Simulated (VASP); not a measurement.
# Si2Sn in VASP: further runs

The runs below take Si2Sn through single point, with PBE.

Everything below comes from runs of VASP 6.6.1. Logs are shortened: lines on timing, memory, paths and dates and some standing lists are left out, and cuts for length are marked.

**1. The cell of the first run**

The structure is monoclinic, space group C2/m (No. 12). The conventional cell has a = 6.519 Å, b = 3.815 Å, c = 5.025 Å, α = 90.00°, β = 90.71°, γ = 90.00°. Si (site symmetry m) has 3 Si at 2.40 to 2.41 Å and 3 Sn at 2.97 to 2.98 Å within 3.2 Å. Sn (site symmetry 2/m) has 12 Si at 2.97 to 3.74 Å and 6 Sn at 3.78 to 3.81 Å within 3.9 Å.

**2. Single point, PBE**

File INCAR:

```
PREC = Accurate ; ENCUT = 520
EDIFF = 1E-6 ; ISMEAR = 0
SIGMA = 0.1 ; LREAL = F
LASPH = T ; NELM = 100
ALGO = Normal ; ISIF = 2
LWAVE = F ; LCHARG = T
GGA = PE ; LELF = T
LVHAR = T ; NBANDS = 18
```

File KPOINTS:

```
regular mesh
0
Gamma
  6 6 4
```

File POSCAR:

```
Si2Sn
1.0
    3.2597313190     -1.9072633311      0.0000000000
    3.2597313190      1.9072633311      0.0000000000
   -0.0619097319      0.0000000000      5.0243602324
Si Sn
2 1
Direct
    0.6665674601      0.6665674601      0.4002917592
    0.3334325399      0.3334325399      0.5997082408
    0.0000000000      0.0000000000      0.0000000000
```

Potentials or basis: VASP PAW PBE potentials, release 64 (Si, Sn_d).

Run with:

```
$ cat potpaw_PBE.64/Si/POTCAR potpaw_PBE.64/Sn_d/POTCAR > POTCAR
$ mpirun -np 1 vasp_std > vasp.out
```

OUTCAR:

```text
PREC = Accurate
   ENCUT = 520
   EDIFF = 1E-6
   ISMEAR = 0
   LREAL = F
   LASPH = T
   NELM = 100
   ISIF = 2
   GGA = PE

 ion  position               nearest neighbor table
   1  0.667  0.667  0.400-   2 2.40   2 2.41   2 2.41   3 2.97   3 2.97   3 2.98
   2  0.333  0.333  0.600-   1 2.40   1 2.41   1 2.41   3 2.97   3 2.97   3 2.98
   3  0.000  0.000  0.000-   1 2.97   1 2.97   2 2.97   2 2.97   1 2.98   2 2.98

  LATTYP: Found a base centered monoclinic cell.
 ALAT       =     6.5194626380
 B/A-ratio  =     0.5850983239
 C/A-ratio  =     0.7707294175
 COS(beta)  =    -0.0123209781

  Lattice vectors:

 A1 = (   3.2597313190,  -1.9072633311,   0.0000000000)
 A2 = (   3.2597313190,   1.9072633311,   0.0000000000)
 A3 = (  -0.0619097319,   0.0000000000,   5.0243602324)

Analysis of symmetry for initial positions (statically):
=====================================================================
 Subroutine PRICEL returns:
 Original cell was already a primitive cell.

 Routine SETGRP: Setting up the symmetry group for a
 base centered monoclinic supercell.

 Subroutine GETGRP returns: Found  4 space group operations
 (whereof  4 operations were pure point group operations)
 out of a pool of  4 trial point group operations.

The static configuration has the point symmetry C_2h.

Analysis of symmetry for dynamics (positions and initial velocities):
=====================================================================
 Subroutine PRICEL returns:
 Original cell was already a primitive cell.

 Routine SETGRP: Setting up the symmetry group for a
 base centered monoclinic supercell.

 Subroutine GETGRP returns: Found  4 space group operations
 (whereof  4 operations were pure point group operations)
 out of a pool of  4 trial point group operations.

The dynamic configuration has the point symmetry C_2h.

 Subroutine INISYM returns: Found  4 space group operations
 (whereof  4 operations are pure point group operations),
 and found     1 'primitive' translations

----------------------------------------------------------------------------------------

                                     Primitive cell

  volume of cell :      62.4746

  direct lattice vectors                    reciprocal lattice vectors
     3.259731319 -1.907263331  0.000000000     0.153386875 -0.262155724  0.001890020
     3.259731319  1.907263331  0.000000000     0.153386875  0.262155724  0.001890020
    -0.061909732  0.000000000  5.024360232     0.000000000  0.000000000  0.199030315

  length of vectors
     3.776705136  3.776705136  5.024741641     0.303737929  0.303737929  0.199030315

  position of ions in fractional coordinates (direct lattice)
     0.666567460  0.666567460  0.400291759
     0.333432540  0.333432540  0.599708241
     0.000000000  0.000000000  0.000000000

  ion indices of the primitive-cell ions
   primitive index   ion index
                 1           1
                 2           2
                 3           3

----------------------------------------------------------------------------------------

 KPOINTS: regular mesh

Automatic generation of k-mesh.
 Grid dimensions read from file:
 generate k-points for:    6    6    4

 Generating k-lattice:

  Cartesian coordinates                     Fractional coordinates (reciprocal lattice)
     0.025564479 -0.043692621  0.000315003     0.166666667  0.000000000  0.000000000
     0.025564479  0.043692621  0.000315003     0.000000000  0.166666667  0.000000000
     0.000000000  0.000000000  0.049757579     0.000000000  0.000000000  0.250000000

  Length of vectors
     0.050622988  0.050622988  0.049757579

  Shift w.r.t. Gamma in fractional coordinates (k-lattice)
     0.000000000  0.000000000  0.000000000

 Subroutine IBZKPT returns following result:
 ===========================================

 Found     47 irreducible k-points:

 Following reciprocal coordinates:
            Coordinates               Weight
  0.000000  0.000000  0.000000      1.000000
  0.166667 -0.000000  0.000000      4.000000
  0.333333  0.000000  0.000000      4.000000
  0.500000  0.000000  0.000000      2.000000
  0.166667  0.166667  0.000000      2.000000
  0.333333  0.166667  0.000000      4.000000
[... 16 lines left out ...]
 -0.333333  0.166667  0.250000      4.000000
 -0.166667  0.166667  0.250000      4.000000
 [... further k-points ...]
   k-points           NKPTS =     47   k-points in BZ     NKDIM =     47   number of bands    NBANDS=     18
   number of dos      NEDOS =    301   number of ions     NIONS =      3
   total plane-waves  NPLWV =  31360
   dimension x,y,z NGX =    28 NGY =   28 NGZ =   40
   dimension x,y,z NGXF=    56 NGYF=   56 NGZF=   80
   ions per type =               2   1
   NGX,Y,Z   is equivalent  to a cutoff of  12.33, 12.33, 13.23 a.u.
   NGXF,Y,Z  is equivalent  to a cutoff of  24.65, 24.65, 26.47 a.u.
 SYSTEM =  unknown system
   PREC   = accura    normal or accurate (medium, high low for compatibility)
   ISTART =      0    job   : 0-new  1-cont  2-samecut
   ICHARG =      2    charge: 1-file 2-atom 10-const
   ISPIN  =      1    spin polarized calculation?
   LNONCOLLINEAR =      F non collinear calculations
   LSORBIT =      F    spin-orbit coupling
   LASPH  =      T    aspherical Exc in radial PAW
   ENCUT  =  520.0 eV  38.22 Ry    6.18 a.u.   7.02  7.02  9.34*2*pi/ulx,y,z
   NELM   =    100;   NELMIN=  2; NELMDL= -5     # of ELM steps
   EDIFF  = 0.1E-05   stopping-criterion for ELM
   LREAL  =      F    real-space projection
   EDIFFG = 0.1E-04   stopping-criterion for IOM
   NSW    =      0    number of steps for IOM
   IBRION =     -1    ionic relax: 0-MD 1-quasi-New 2-CG
   NFREE  =      0    steps in history (QN), initial steepest desc. (CG)
   ISIF   =      2    stress and relaxation
   ISYM   =      2    0-nonsym 1-usesym 2-fastsym
   POTIM  = 0.5000    time-step for ionic-motion
   TEBEG  =    0.0;   TEEND  =   0.0 temperature during run
   PSTRESS=    0.0 pullay stress
   NELECT =      22.0000    total number of electrons
   NUPDOWN=      -1.0000    fix difference up-down
   EMIN   =  10.00;   EMAX   =-10.00  energy-range for DOS
   EFERMI =   0.00;   METHOD = LEGACY
   ISMEAR =     0;   SIGMA  =   0.10  broadening in eV -4-tet -1-fermi 0-gaus
   EFERMI_NEDOS =   21; number of points for ismear=-14 and -15
   IALGO  =     38    algorithm
   IMIX   =      4    mixing-type and parameters
     AMIX     =   0.40;   BMIX     =  1.00
     AMIX_MAG =   1.60;   BMIX_MAG =  1.00
  volume/ion in A,a.u.               =      20.82       140.53
  Fermi-wavevector in a.u.,A,eV,Ry     =   1.156063  2.184641 18.183921  1.336481
  Thomas-Fermi vector in A             =   2.292686
   LORBIT       =      0    0 simple, 1 ext, 2 COOP (PROOUT), +10 PAW based schemes
   GGA     = PE    functional components
   LHFCALC =     F    Hartree Fock is set to
   AEXX    =    0.0000 exact exchange contribution
   IVDW    =     0    specifies the selected vdW correction
   LEPSILON=     F    determine dielectric tensor
   LRPA    =     F    only Hartree local field effects (RPA)
 non-spin polarized calculation
 Gauss-broadening in eV      SIGMA  =   0.10
  energy-cutoff  :      520.00
  volume of cell :       62.47
 maximum number of plane-waves:      1699
   NGX = 15   NGY = 15   NGZ = 19

 number of electron      22.0000002 magnetization

 Free energy of the ion-electron system (eV)
  ---------------------------------------------------
  ext. energy  EPLUGINS =         0.00000000
  ---------------------------------------------------
  free energy    TOTEN  =       -13.95590520 eV

  energy without entropy =      -13.94841441  energy(sigma->0) =      -13.95215980

 E-fermi :   7.6882     XC(G=0): -10.2557

 val. band max:        7.6779509159   @ k =   0.3333   0.0000   0.5000
 cond. band min:       7.6944894181   @ k =   0.1667  -0.0000   0.5000
 fundamental gap:      0.0165385022
 Fermi energy:         7.6881838625

 k-point     1 :       0.0000    0.0000    0.0000
  band No.  band energies     occupation
      1     -13.9123      2.00000
      2     -13.9086      2.00000
      3     -13.8877      2.00000
      4     -13.8726      2.00000
      5     -13.8714      2.00000
      6      -4.5030      2.00000
[... 10 lines left out ...]
     17      14.4861      0.00000
     18      14.8629      0.00000

 k-point     2 :       0.1667   -0.0000    0.0000
  band No.  band energies     occupation
      1     -13.9141      2.00000
      2     -13.8985      2.00000
      3     -13.8809      2.00000
      4     -13.8781      2.00000
      5     -13.8726      2.00000
      6      -4.1350      2.00000
[... 10 lines left out ...]
     17      13.4677      0.00000
     18      14.1993      0.00000

 k-point     3 :       0.3333    0.0000    0.0000
  band No.  band energies     occupation
      1     -13.9216      2.00000
      2     -13.8912      2.00000
      3     -13.8825      2.00000
      4     -13.8685      2.00000
      5     -13.8639      2.00000
      6      -3.0428      2.00000
[... 10 lines left out ...]
     17      14.2437      0.00000
     18      15.5998      0.00000

 k-point     4 :       0.5000    0.0000    0.0000
  band No.  band energies     occupation
      1     -13.9259      2.00000
      2     -13.8971      2.00000
      3     -13.8814      2.00000
      4     -13.8595      2.00000
      5     -13.8555      2.00000
      6      -1.5023      2.00000
[... 375 lines left out ...]
      4     -13.8696      2.00000
      5     -13.8547      2.00000
      6      -1.6852      2.00000
[... 10 lines left out ...]
     17      14.8918      0.00000
     18      17.1088      0.00000

 k-point    23 :      -0.3333    0.1667    0.2500
  band No.  band energies     occupation
      1     -13.9145      2.00000
      2     -13.8927      2.00000
      3     -13.8870      2.00000
      4     -13.8699      2.00000
      5     -13.8555      2.00000
      6      -1.7112      2.00000
[... 10 lines left out ...]
     17      15.0109      0.00000
     18      16.0842      0.00000

 k-point    24 :      -0.1667    0.1667    0.2500
  band No.  band energies     occupation
      1     -13.9132      2.00000
      2     -13.8916      2.00000
      3     -13.8866      2.00000
      4     -13.8764      2.00000
      5     -13.8640      2.00000
      6      -3.1106      2.00000
[... 10 lines left out ...]
     17      14.5139      0.00000
     18      14.7056      0.00000

 [... further k-points ...]

------------------------ aborting loop because EDIFF is reached ----------------------------------------

  FORCE on cell =-STRESS in cart. coord.  units (eV):
  Direction    XX          YY          ZZ          XY          YZ          ZX
  --------------------------------------------------------------------------------------
  -------------------------------------------------------------------------------------
  Total        0.4494711      0.1535304     -0.6779112      0.0000000      0.0000000      0.1373819
  in kB       11.5268106      3.9373295    -17.3852188      0.0000000      0.0000000      3.5231971
  external PRESSURE =      -0.6403596 kB  Pullay stress =       0.0000000 kB

 VOLUME and BASIS-vectors are now :
 -----------------------------------------------------------------------------
  energy-cutoff  :      520.00
  volume of cell :       62.47
      direct lattice vectors                 reciprocal lattice vectors
     3.259731319 -1.907263331  0.000000000     0.153386875 -0.262155724  0.001890020
     3.259731319  1.907263331  0.000000000     0.153386875  0.262155724  0.001890020
    -0.061909732  0.000000000  5.024360232     0.000000000  0.000000000  0.199030315

 POSITION                                       TOTAL-FORCE (eV/Angst)
 -----------------------------------------------------------------------------------
      4.32088      0.00000      2.01121        -0.003886      0.000000      0.014896
      2.13667      0.00000      3.01315         0.003886      0.000000     -0.014896
      0.00000      0.00000      0.00000        -0.000000      0.000000      0.000000
 -----------------------------------------------------------------------------------
    total drift:                               -0.000000      0.000000      0.000000

  FREE ENERGIE OF THE ION-ELECTRON SYSTEM (eV)
  ---------------------------------------------------
  free  energy   TOTEN  =       -13.9559051973 eV

  energy  without entropy=      -13.9484144079  energy(sigma->0) =      -13.95215980
```

Wall time 59 s (1 thread of AMD EPYC 7R13, shared host); peak memory 0.17 GiB.

Results:

```
Free energy            : -13.9559 eV
Pressure               : -0.1 GPa
Largest force          : 0.015 eV/Å
Band gap on the k mesh : zero (bands 11 and 12 overlap by 3.42 eV)
```

Forces in eV/Å, atoms in the order of the input:
```
Si  -0.004  0.000  0.015
Si   0.004  0.000 -0.015
Sn   0.000  0.000  0.000
```

Levels at points of the mesh, in eV from the Fermi level:
| k point | band 8 | band 9 | band 10 | band 11 | band 12 | band 13 | band 14 | band 15 |
| --- | --- | --- | --- | --- | --- | --- | --- | --- |
| (0.00, 0.00, 0.00) | -5.76 | -0.60 | -0.46 | 1.30 | 1.43 | 2.25 | 4.15 | 6.47 |
| (0.50, 0.00, 0.00) | -4.33 | -2.77 | -2.64 | -2.34 | -1.63 | 1.47 | 3.17 | 4.48 |
| (0.50, 0.50, 0.00) | -4.31 | -2.80 | -2.60 | -2.37 | -1.71 | 1.42 | 3.02 | 4.28 |
| (0.00, 0.00, 0.50) | -0.56 | -0.40 | -0.09 | 0.64 | 2.68 | 2.68 | 2.87 | 3.21 |
| (0.50, 0.00, 0.50) | -7.08 | -5.29 | -2.06 | -0.15 | 0.57 | 0.80 | 3.99 | 5.21 |
| (0.50, 0.50, 0.50) | -6.98 | -5.26 | -2.21 | -0.32 | 0.38 | 0.72 | 3.82 | 5.45 |

Caveat: spin-orbit coupling is left out, which moves the levels of the heavy elements.

**3. Single point, PBE**

This run uses another cell than the first one: it holds 6 atoms, not 3.

File INCAR:

```
ALGO = Normal
EDIFF = 1E-6
ENCUT = 520
GGA = PE
ISIF = 2
ISMEAR = 0
LASPH = True
LCHARG = False
LREAL = False
LWAVE = False
NBANDS = 31
NELM = 80
PREC = Accurate
SIGMA = 0.2
```

File KPOINTS:

```
k-points
0
Gamma
  6 6 4
```

File POSCAR:

```
Si2Sn
1.0
   -0.0271696780      5.0246557672      0.0111709155
   -0.0005230771     -0.0084710024      3.8145172204
    6.5193067444     -0.0450776807      0.0008154753
Si Sn
4 2
Direct
    0.4004173858     -0.0833015465      0.1667293412
    0.5996996353     -0.0835476187      0.8330279790
    0.5996917618      0.4168270965      0.3330818971
    0.4001786748      0.4164404248      0.6667831808
    0.0004217988      0.9168301893      0.5001363428
   -0.0004092565      0.4167514547      1.0002412591
```

Potentials or basis: VASP PAW PBE potentials, release 64 (Si, Sn_d).

Run with:

```
$ cat potpaw_PBE.64/Si/POTCAR potpaw_PBE.64/Sn_d/POTCAR > POTCAR
$ mpirun -np 1 vasp_std > vasp.out
```

Wall time 6.9 min (1 thread of AMD EPYC 7R13, shared host); peak memory 0.34 GiB.

The run converged. Its results:

| Property | Result |
| --- | --- |
| Free energy | -27.9891 eV |
| Pressure | -0.2 GPa |
| Largest force | 0.021 eV/Å |
| Band gap on the k mesh | zero (bands 22 and 23 overlap by 2.80 eV) |

Forces in eV/Å, atoms in the order of the input:
```
Si  -0.016  0.008  0.003
Si   0.015 -0.011  0.000
Si   0.019 -0.009 -0.004
Si  -0.016  0.014  0.001
Sn  -0.001 -0.008  0.000
Sn   0.000  0.007  0.000
```

Levels at points of the mesh, in eV from the Fermi level:
```tsv
k point	band 20	band 21	band 22	band 23	band 24	band 25
(0.00, 0.00, 0.00)	-1.67	-0.59	-0.43	1.33	1.43	1.45
(0.50, 0.00, 0.00)	-0.30	-0.06	0.42	0.66	0.75	2.69
(0.00, 0.50, 0.00)	-2.94	-0.80	-0.80	0.20	0.20	0.82
(0.50, 0.50, 0.00)	-3.67	-2.72	-2.72	2.52	2.52	3.89
(0.00, 0.00, 0.50)	-2.04	-0.60	-0.60	2.05	2.06	3.01
(0.50, 0.00, 0.50)	-1.57	0.00	0.00	1.17	1.17	1.27
(0.00, 0.50, 0.50)	-2.61	-2.31	-2.31	-1.60	-1.60	1.50
(0.50, 0.50, 0.50)	-2.04	-0.13	-0.13	0.61	0.61	0.82
```

Caveat: spin-orbit coupling is left out, which moves the levels of the heavy elements.

**4. Single point, PBE**

File INCAR:

```
SYSTEM = Si2Sn
ALGO = Normal
EDIFF = 1E-7
ENCUT = 520
GGA = PE
ISIF = 2
ISMEAR = 0
LASPH = .TRUE.
LCHARG = .FALSE.
LREAL = .FALSE.
LWAVE = .FALSE.
NBANDS = 18
NELM = 80
PREC = Accurate
SIGMA = 0.1
```

File KPOINTS:

```
k-points
0
G
  14 14 10
  0 0 0
```

File POSCAR:

```
Si2Sn
1.0
    3.2702725965     -1.8884739184      0.0155643747
    3.2702725965      1.8884739184      0.0155643747
   -0.0381199131      0.0000000000      5.0566516347
Si Sn
2 1
Direct
    0.6663748592      0.6663748592      0.3989418020
    0.3336251408      0.3336251408      0.6010581980
    0.0000000000      0.0000000000      0.0000000000
```

Run with:

```
$ cat potpaw_PBE.64/Si/POTCAR potpaw_PBE.64/Sn_d/POTCAR > POTCAR
$ mpirun -np 1 vasp_std > vasp.out
```

It took 14 min on 1 thread of AMD EPYC 7R13, shared host; peak memory 0.59 GiB.

It converged, with:

- Free energy: -13.9757 eV
- Pressure: -0.1 GPa
- Largest force: 0.013 eV/Å
- Band gap on the k mesh: zero (bands 11 and 12 overlap by 3.73 eV)

Forces in eV/Å, atoms in the order of the input:
```
Si   0.009  0.000  0.009
Si  -0.009  0.000 -0.009
Sn   0.000  0.000  0.000
```

Levels at points of the mesh, in eV from the Fermi level:
```csv
k point,band 8,band 9,band 10,band 11,band 12,band 13,band 14,band 15
"(0.00, 0.00, 0.00)",-5.83,-0.47,-0.46,1.43,1.45,2.33,4.21,6.48
"(0.50, 0.00, 0.00)",-4.34,-2.77,-2.64,-2.39,-1.70,1.47,3.13,4.41
"(0.50, 0.50, 0.00)",-4.33,-2.75,-2.64,-2.40,-1.73,1.48,3.13,4.41
"(0.00, 0.00, 0.50)",-0.42,-0.42,-0.22,0.57,2.74,2.75,2.87,3.33
"(0.50, 0.00, 0.50)",-7.04,-5.29,-2.07,-0.17,0.54,0.76,3.84,5.18
"(0.50, 0.50, 0.50)",-7.04,-5.29,-2.07,-0.17,0.53,0.78,3.79,5.22
```

Caveat: spin-orbit coupling is left out, which moves the levels of the heavy elements.

**5. The runs side by side**

```tsv
cell	k mesh	smearing	gap on the mesh (eV)	pressure (GPa)	largest force (eV/Å)
a = 3.777, b = 3.777, c = 5.025 Å, angles 90.6, 90.6, 60.7°, 3 atoms, atomic positions A	6 × 6 × 4	gaussian 0.1 eV	none	-0.1	0.02
a = 5.025, b = 3.815, c = 6.519 Å, angles 90.0, 90.7, 90.0°, 6 atoms, atomic positions B	6 × 6 × 4	gaussian 0.2 eV	none	-0.2	0.02
a = 3.776, b = 3.776, c = 5.057 Å, angles 90.1, 90.1, 60.0°, 3 atoms, atomic positions C	14 × 14 × 10	gaussian 0.1 eV	none	-0.1	0.01
```

Alike in all rows: task single point; level PBE; potentials or basis VASP PAW PBE potentials, release 64 (Si, Sn_d); no spin polarisation; cutoff (eV) 520.

Caveats: spin-orbit coupling is left out, which moves the levels of the heavy elements.

Absolute energies hang on the potentials; compare differences alone.

The gap in the log of VASP goes by the Fermi energy; the results here count the filled bands.